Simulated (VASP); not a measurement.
Set up this calculation in VASP 6.6.1, as the native input.

* Task: single point
* Functional: r2SCAN
* Potentials or basis: VASP PAW PBE potentials, release 64 (Ta_pv, N)
* Cutoff: 520 eV
* k mesh: 16 × 16 × 12
* Occupations: gaussian, width 0.1 eV
* Spin: no spin polarisation
* Dipole correction: no
* Further INCAR settings: ALGO = Normal; EDIFF = 1e-06; NBANDS = 24

The system is TaN.

```
CELL_PARAMETERS angstrom
2.19827 2.19827 0.00000
-2.19827 2.19827 0.00000
0.00000 0.00000 4.33058
ATOMIC_POSITIONS crystal
Ta 0.50000 0.50000 0.00000
Ta 0.00000 0.00000 0.50000
N 0.00000 0.00000 0.00000
N 0.50000 0.50000 0.50000
```

This cell differs from its parent crystal: strain along c alone, the other axes held: -1.5 %.

The input as run:

POSCAR

```
TaN
1.0
    2.1982663152      2.1982663152      0.0000000000
   -2.1982663152      2.1982663152      0.0000000000
    0.0000000000      0.0000000000      4.3305846410
Ta N
2 2
Direct
    0.5000000000      0.5000000000      0.0000000000
    0.0000000000      0.0000000000      0.5000000000
    0.0000000000      0.0000000000      0.0000000000
    0.5000000000      0.5000000000      0.5000000000
```

INCAR.step1

```
SYSTEM = TaN
ALGO     = Normal         ! electronic algorithm
EDIFF    = 1E-4           ! SCF threshold, eV
ENCUT    = 520            ! plane-wave cutoff, eV
GGA      = PE             ! functional
ISMEAR   = 0              ! smearing method
LASPH    = .True.         ! aspherical terms in the spheres
LCHARG   = .False.        ! write CHGCAR
LREAL    = .False.        ! projectors in reciprocal space
LWAVE    = .True.         ! write WAVECAR
NBANDS   = 24             ! bands
NELM     = 80             ! most SCF steps
PREC     = Accurate       ! precision mode
SIGMA    = 0.1            ! smearing width, eV
```

INCAR.step2

```
SYSTEM = TaN
ALGO     = Normal         ! electronic algorithm
EDIFF    = 1E-6           ! SCF threshold, eV
ENCUT    = 520            ! plane-wave cutoff, eV
ISIF     = 2              ! what is computed and relaxed
ISMEAR   = 0              ! smearing method
ISTART   = 1            
LASPH    = .True.         ! aspherical terms in the spheres
LCHARG   = .False.        ! write CHGCAR
LMIXTAU  = .True.       
LREAL    = .False.        ! projectors in reciprocal space
LWAVE    = .False.        ! write WAVECAR
METAGGA  = R2SCAN         ! meta-GGA
NBANDS   = 24             ! bands
NELM     = 80             ! most SCF steps
PREC     = Accurate       ! precision mode
SIGMA    = 0.1            ! smearing width, eV
```

KPOINTS

```
k-points
0
Gamma
  16 16 12
  0 0 0
```

Potentials or basis: VASP PAW PBE potentials, release 64 (Ta_pv, N).

Run with:

```sh
$ cat potpaw_PBE.64/Ta_pv/POTCAR potpaw_PBE.64/N/POTCAR > POTCAR
$ cp INCAR.step1 INCAR
$ mpirun -np 1 vasp_std > vasp.out
$ cp INCAR.step2 INCAR
$ mpirun -np 1 vasp_std > vasp.out
```

Results of the run:

```json
{"Pressure": "7.7 GPa", "Band gap on the k mesh": "zero (band 16 reaches 11.70 eV, above the bottom of band 17 at 7.52 eV)"}
```

Caveat: the cell differs from its parent crystal (strain along c alone, the other axes held: -1.5 %); the PAW data sets were made with another functional, which shifts forces and pressure a little; spin-orbit coupling is left out, which moves the levels of the heavy elements.

Run time: 15 min on 1 thread of Intel Xeon 8259CL, with other jobs on the host, peak memory 0.37 GiB.
